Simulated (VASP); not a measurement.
# Ag (P6_3/mmc) in VASP: vibrations by perturbation theory with PBE

Aim: the vibrations by perturbation theory of Ag with PBE.

All numbers are computed with VASP 6.6.1; they aren't measurements. Logs are shortened: lines on timing, memory, paths and dates and some standing lists are left out, and cuts for length are marked.

### Step 1. The cell of the first run

It takes space group P6_3/mmc (No. 194, hexagonal). Conventional cell: a = 2.930 Å, b = 2.930 Å, c = 4.790 Å, α = 90.00°, β = 90.00°, γ = 120.00°. Ag (site symmetry -6m2) has 12 Ag at 2.93 Å within 3.9 Å.

### Step 2. Vibrations by perturbation theory, PBE

Contents of INCAR:

```
ALGO     = Normal         # electronic algorithm
EDIFF    = 1E-8           # SCF threshold, eV
ENCUT    = 520            # plane-wave cutoff, eV
GGA      = PE             # functional
IBRION   = 8              # ionic algorithm
ISIF     = 2              # what is computed and relaxed
ISMEAR   = -1             # smearing method
LASPH    = T              # aspherical terms in the spheres
LCHARG   = F              # write CHGCAR
LREAL    = F              # projectors in reciprocal space
LWAVE    = F              # write WAVECAR
NELM     = 100            # most SCF steps
NSW      = 1              # ionic steps
PREC     = Accurate       # precision mode
SIGMA    = 0.05           # smearing width, eV
```

Contents of KPOINTS:

```
k-points
0
Gamma
  10 10 6
```

Contents of POSCAR:

```
Ag
1.0
    2.9300000000      0.0000000000      0.0000000000
   -1.4650000000      2.5374544331      0.0000000000
    0.0000000000      0.0000000000      4.7900000000
Ag
2
Direct
    0.6666666667      0.3333333333      0.7500000000
    0.3333333333      0.6666666667      0.2500000000
```

Potentials or basis: VASP PAW PBE potentials, release 64 (Ag).

The run is started by

```sh
> cat potpaw_PBE.64/Ag/POTCAR > POTCAR
> mpirun -np 1 vasp_std > vasp.out
```

OUTCAR:

```text
EDIFF = 1E-8
   ENCUT = 520
   GGA = PE
   IBRION = 8
   ISIF = 2
   ISMEAR = -1
   LASPH = T
   LREAL = F
   NELM = 100
   NSW = 1
   PREC = Accurate

 ion  position               nearest neighbor table
   1  0.667  0.333  0.750-   2 2.93   2 2.93   2 2.93   2 2.93   2 2.93   2 2.93
   2  0.333  0.667  0.250-   1 2.93   1 2.93   1 2.93   1 2.93   1 2.93   1 2.93

  LATTYP: Found a hexagonal cell.
 ALAT       =     2.9300000000
 C/A-ratio  =     1.6348122867

  Lattice vectors:

 A1 = (   2.9300000000,   0.0000000000,   0.0000000000)
 A2 = (  -1.4650000000,   2.5374544331,   0.0000000000)
 A3 = (   0.0000000000,   0.0000000000,   4.7900000000)

Analysis of symmetry for initial positions (statically):
=====================================================================
 Subroutine PRICEL returns:
 Original cell was already a primitive cell.

 Routine SETGRP: Setting up the symmetry group for a
 hexagonal supercell.

 Subroutine GETGRP returns: Found 24 space group operations
 (whereof 12 operations were pure point group operations)
 out of a pool of 24 trial point group operations.

The static configuration has the point symmetry D_3d.
 The point group associated with its full space group is D_6h.

Analysis of symmetry for dynamics (positions and initial velocities):
=====================================================================
 Subroutine PRICEL returns:
 Original cell was already a primitive cell.

 Routine SETGRP: Setting up the symmetry group for a
 hexagonal supercell.

 Subroutine GETGRP returns: Found 24 space group operations
 (whereof 12 operations were pure point group operations)
 out of a pool of 24 trial point group operations.

The dynamic configuration has the point symmetry D_3d.
 The point group associated with its full space group is D_6h.

 Subroutine INISYM returns: Found 24 space group operations
 (whereof 12 operations are pure point group operations),
 and found     1 'primitive' translations

----------------------------------------------------------------------------------------

                                     Primitive cell

  volume of cell :      35.6124

[... 596 lines left out ...]
     0.000000000  0.000000000  4.790000000     0.000000000  0.000000000  0.208768267

 POSITION                                       TOTAL-FORCE (eV/Angst)
 -----------------------------------------------------------------------------------
      1.46500      0.84582      3.59250         0.000000      0.000000      0.000000
     -0.00000      1.69164      1.19750        -0.000000      0.000000      0.000000
 -----------------------------------------------------------------------------------
    total drift:                               -0.000000      0.000000     -0.000000

  FREE ENERGIE OF THE ION-ELECTRON SYSTEM (eV)
  ---------------------------------------------------
  free  energy   TOTEN  =        -5.4210963204 eV

  energy  without entropy=       -5.4156989594  energy(sigma->0) =       -5.41839764

[... ionic steps 2 to 3 ...]

--------------------------------------- Ionic step        4  -------------------------------------------

------------------------ aborting loop because EDIFF is reached ----------------------------------------

[... ionic steps 5 to 5 ...]

--------------------------------------- Ionic step        6  -------------------------------------------

 Free energy of the ion-electron system (eV)
  ---------------------------------------------------
  ---------------------------------------------------
  free energy    TOTEN  =        -0.31475747 eV

  energy without entropy =       -0.31475747

------------------------ aborting loop because EDIFF is reached ----------------------------------------

 INTERNAL STRAIN TENSOR  FOR ION    1  DIRECTION 3   (eV/Angst):
 -----------------------------------------------------------------------------
    -0.00668  0.00000  0.00000
     0.00000 -0.00668  0.00000
     0.00000 -0.00000  0.01862

 INTERNAL STRAIN TENSOR FOR ION    2 for displacements in x,y,z  (eV/Angst):
          X           Y           Z          XY          YZ          ZX
  --------------------------------------------------------------------------------
  x    -0.00000     0.00000     0.00000    -1.27087     0.00000     0.00000
  y    -1.27087     1.27087    -0.00000     0.00000     0.00000     0.00000
  z    -0.00000     0.00000     0.00000     0.00000     0.00000     0.00000

 SECOND DERIVATIVES (NOT SYMMETRIZED)
 ------------------------------------
               1X          1Y          1Z          2X          2Y          2Z
  1X    -0.860074    0.000000    0.000000    0.860074    0.000000    0.000000
  1Y     0.000000   -0.860074    0.000000   -0.000000    0.860074    0.000000
  1Z     0.000000    0.000000   -5.083734    0.000000   -0.000000    5.083734
  2X     0.860074    0.000000    0.000000   -0.860074    0.000000    0.000000
  2Y    -0.000000    0.860074    0.000000    0.000000   -0.860074    0.000000
  2Z     0.000000   -0.000000    5.083734    0.000000    0.000000   -5.083734

 Eigenvectors and eigenvalues of the dynamical matrix
 ----------------------------------------------------

   1 f  =    4.799664 THz    30.157176 2PiTHz  160.099545 cm-1    19.849805 meV
             X         Y         Z           dx          dy          dz
      1.465000  0.845818  3.592500     0.000000    0.000000   -0.707107
     -0.000000  1.691636  1.197500     0.000000    0.000000    0.707107
[... 16 lines left out ...]
   5 f  =    0.000000 THz     0.000000 2PiTHz    0.000000 cm-1     0.000000 meV
             X         Y         Z           dx          dy          dz
      1.465000  0.845818  3.592500     0.000000   -0.000000    0.707107
     -0.000000  1.691636  1.197500     0.000000    0.000000    0.707107

   6 f/i=    0.000000 THz     0.000000 2PiTHz    0.000001 cm-1     0.000000 meV
             X         Y         Z           dx          dy          dz
      1.465000  0.845818  3.592500    -0.184176   -0.682700    0.000000
     -0.000000  1.691636  1.197500    -0.184176   -0.682700    0.000000

--------------------------------------------------------------------------------------------------------

 ELASTIC MODULI CONTR FROM IONIC RELAXATION (kBar)
 Direction    XX          YY          ZZ          XY          YZ          ZX
 --------------------------------------------------------------------------------
 XX         -84.4838     84.4838     -0.0000     -0.0000      0.0000      0.0000
 YY          84.4838    -84.4838      0.0000      0.0000     -0.0000      0.0000
 ZZ          -0.0000      0.0000     -0.0000      0.0000     -0.0000      0.0000
 XY          -0.0000      0.0000      0.0000    -84.4838      0.0000      0.0000
 YZ           0.0000     -0.0000     -0.0000      0.0000     -0.0000      0.0000
 ZX           0.0000      0.0000      0.0000      0.0000      0.0000      0.0000
 --------------------------------------------------------------------------------
```

OSZICAR:

```text
N       E                     dE             d eps       ncg     rms          rms(c)
DAV:   1     0.122138704497E+03    0.12214E+03   -0.12032E+04  1680   0.145E+03
DAV:   2    -0.452634425012E+01   -0.12667E+03   -0.12156E+03  1729   0.295E+02
DAV:   3    -0.589002847738E+01   -0.13637E+01   -0.13613E+01  2072   0.372E+01
DAV:   4    -0.589360779757E+01   -0.35793E-02   -0.35792E-02  2009   0.175E+00
[... 40 lines left out ...]
RMM:   8    -0.314758167637E+00    0.36740E-05   -0.35185E-09  3485   0.434E-04    0.314E-05
RMM:   9    -0.314757374744E+00    0.79289E-06    0.33923E-08  3598   0.118E-04    0.101E-05
RMM:  10    -0.314757428016E+00   -0.53272E-07    0.39701E-08  3607   0.347E-05    0.299E-06
RMM:  11    -0.314757477947E+00   -0.49931E-07    0.43596E-08  3417   0.232E-05    0.581E-07
RMM:  12    -0.314757472203E+00    0.57437E-08    0.20783E-08  2057   0.194E-05    0.111E-07
 Linear response finished
```

Wall time 3.9 min (1 thread of Intel Xeon Platinum 8375C at 2.90GHz (Ice Lake), shared host); peak memory 0.33 GiB.

What came out:

```yaml
Highest_phonon_frequency_at_Γ: 160 cm⁻¹
```

Phonon frequencies in cm⁻¹ (negative: imaginary):
```csv
q point,frequencies
"(0.000, 0.000, 0.000)",0 0 0 66 66 160
```
